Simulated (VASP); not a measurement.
Runs of VASP 6.6.1 on Ru. The structure is that of space group Fd-3m (No. 227), or close to it. The cells are those of the table. This isn't the form of Ru at room conditions, which is hcp.

```tsv
task	cell	gap on the mesh (eV)	pressure (GPa)
single point	a = 3.730 Å, angles 60.0°, 2 atoms	none	(a)
relaxation of cell and atoms	relaxed from a = 3.684 Å, angles 60.0°, 2 atoms	none	-0.2
single point	a = 3.682 Å, angles 60.0°, 2 atoms	none	20.3
single point	a = 3.757 Å, angles 60.0°, 2 atoms	none	5.2
```

Alike in all rows: level LDA; potentials or basis VASP PAW LDA potentials, release 64 (Ru_sv); no spin polarisation; k mesh 7 × 7 × 7; cutoff (eV) 560; smearing fermi-dirac 0.1 eV.

Fill in the values left out.

(a) 10.2.

Caveats: the cell stands under pressure (at least some runs).

A k mesh can miss the band edges, and the runs leave out spin-orbit coupling on Ru.

A gap of «none» marks levels without a gap at the run's occupations.
